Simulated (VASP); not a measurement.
Wanted: the native input for a VASP 6.6.1 run.

| Quantity | Value |
| --- | --- |
| Task | single point |
| Functional | PBE |
| Potentials or basis | VASP PAW PBE potentials, release 64 (Hf_pv, La) |
| Cutoff | 520 eV |
| k mesh | 5 × 5 × 5 |
| Occupations | fermi-dirac, width 0.05 eV |
| Spin | no spin polarisation |
| Dipole correction | no |
| Further INCAR settings | ALGO = Normal; EDIFF = 1e-06; NBANDS = 30 |

The structure of La3Hf lies in POSCAR:

```
La3Hf
1.0
    5.0112710334      0.0000000000      0.0000000000
    0.0000000000      5.0112710334      0.0000000000
    0.0000000000      0.0000000000      5.0112710334
Hf La
1 3
Direct
    0.0000000000      0.0000000000      0.0000000000
    0.5000000000      0.5000000000      0.0000000000
    0.5000000000      0.0000000000      0.5000000000
    0.0000000000      0.5000000000      0.5000000000
```

The input as run:

INCAR

```
PREC     = Accurate       # precision mode
ENCUT    = 520            # plane-wave cutoff, eV
EDIFF    = 1E-6           # SCF threshold, eV
ISMEAR   = -1             # smearing method
SIGMA    = 0.05           # smearing width, eV
LREAL    = False          # projectors in reciprocal space
LASPH    = True           # aspherical terms in the spheres
NELM     = 60             # most SCF steps
ALGO     = Normal         # electronic algorithm
ISIF     = 2              # what is computed and relaxed
LWAVE    = False          # write WAVECAR
LCHARG   = False          # write CHGCAR
GGA      = PE             # functional
NBANDS   = 30             # bands
```

KPOINTS

```
Automatic mesh
0
Gamma
  5 5 5
```

Potentials or basis: VASP PAW PBE potentials, release 64 (Hf_pv, La).

Launch:

```bash
$ cat potpaw_PBE.64/Hf_pv/POTCAR potpaw_PBE.64/La/POTCAR > POTCAR
$ mpirun -np 1 vasp_std > vasp.out
```

It gave:

```
Pressure               : 0.8 GPa
Band gap on the k mesh : zero (an odd number of electrons rules out a gap without spin polarisation)
```

Caveat: spin-orbit coupling is left out, which moves the levels of the heavy elements.

It took 60 s on 1 thread of Intel(R) Xeon(R) Platinum 8259CL CPU @ 2.50GHz (Skylake/Cascade Lake), on a shared host, peak memory 0.26 GiB.
